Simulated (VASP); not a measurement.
Crystal: RbCl.

```xyz
2
Lattice="0.0000 3.3057 3.3057 3.3057 0.0000 3.3057 3.3057 3.3057 0.0000" Properties=species:S:1:pos:R:3 pbc="T T T"
Rb    0.0000    0.0000    0.0000
Cl    3.3057    3.3057    3.3057
```

Program: VASP 6.6.1. Alike in all runs: task single point; no spin polarisation; cell as given; smearing gaussian 0.01 eV.

Question: Order these runs on this cell by their band gap on the k mesh, lowest first.
A. level PBE0; potentials or basis VASP PAW PBE potentials, release 64 (Rb_sv, Cl); k mesh 4 × 4 × 4; cutoff (eV) 400; grid for exact exchange (PRECFOCK) Normal
B. level HSE06; potentials or basis VASP PAW PBE potentials, release 64 (Rb_sv, Cl); k mesh 4 × 4 × 4; cutoff (eV) 400; grid for exact exchange (PRECFOCK) Normal; screening parameter 0.2079 1/Å
C. level LDA; potentials or basis VASP PAW LDA potentials, release 64 (Rb_sv, Cl); k mesh 6 × 6 × 6; cutoff (eV) 500

Answer: C (4.52 eV), B (6.25 eV), A (7.00 eV).
